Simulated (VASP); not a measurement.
The system is Si5O.

```xyz
6
Lattice="2.6646 0.0000 0.0000 -1.3323 2.3076 0.0000 0.0000 0.0000 12.9517" Properties=species:S:1:pos:R:3 pbc="T T T"
Si    1.3323    0.7692   10.8190
Si    0.0000    0.0000    8.6471
Si    1.3323    0.7692    6.4759
Si    0.0000    0.0000    4.3046
Si    1.3323    0.7692    2.1327
O     0.0000    0.0000    0.0000
```

The cell was built from a structure type or drawn by symmetry, and may not be a known phase.

| Item | Value |
| --- | --- |
| Program | VASP 6.6.1 |
| Task | relaxation of cell and atoms |
| Functional | PBE |
| Potentials or basis | VASP PAW PBE potentials, release 64 (Si, O) |
| Cutoff | 600 eV |
| k mesh | 6 × 6 × 2 |
| Occupations | gaussian, width 0.1 eV |
| Spin | collinear spin, ferromagnetic start |
| Starting moments | [0.0, 0.0, 0.0, 0.0, 0.0, 1.0] μB |

At the start: pressure -2.1 GPa; volume 13.27 Å³/atom.

Where does the relaxation end?

Over 15 steps the energy falls by 423.6 meV/atom and the volume is 13.11 Å³/atom (-1.2 %); space group P-6m2 (No. 187, to 0.1 Å) before and after; moment 0.00 μB per cell.

Step by step:
| step | energy change (eV) | largest force (eV/Å) | pressure (GPa) | volume (Å³) |
| --- | --- | --- | --- | --- |
| 1 | 0.0000 | 2.3117 | -2.07 | 79.64 |
| 2 | -1.1039 | 2.8483 | -0.48 | 77.55 |
| 3 | -2.2016 | 0.9351 | 8.70 | 73.58 |
| 4 | -2.2167 | 1.1005 | 6.72 | 74.10 |
| 5 | -2.2174 | 0.8657 | 7.41 | 73.91 |
| 6 | -2.3583 | 0.7554 | -0.30 | 80.98 |
| 7 | -2.4011 | 0.5093 | 1.73 | 78.55 |
| 8 | -2.4814 | 0.4766 | -3.34 | 81.23 |
| 9 | -2.4841 | 0.3473 | -2.50 | 80.67 |
| 10 | -2.5260 | 0.2232 | -0.29 | 78.57 |
| 11 | -2.5261 | 0.2273 | -0.36 | 78.64 |
| 12 | -2.5345 | 0.1980 | 0.97 | 77.92 |
| 13 | -2.5350 | 0.2044 | 0.73 | 78.04 |
| 14 | -2.5410 | 0.0818 | 0.04 | 78.47 |
| 15 | -2.5416 | 0.0294 | -0.25 | 78.66 |

Final structure:
```
Si O
1.0
     2.78653    0.00000    0.00000
    -1.39326    2.41320    0.00000
     0.00000    0.00000   11.69737
Si O
5 1
Direct
  0.66667 0.33333 0.86733
  0.00000 0.00000 0.67609
  0.66667 0.33333 0.50000
  0.00000 0.00000 0.32391
  0.66667 0.33333 0.13267
  0.00000 0.00000 0.00000
```

Caveat: the k points lie up to 0.43 Å⁻¹ apart in the final cell, too coarse for converged energies and pressures of a metal.
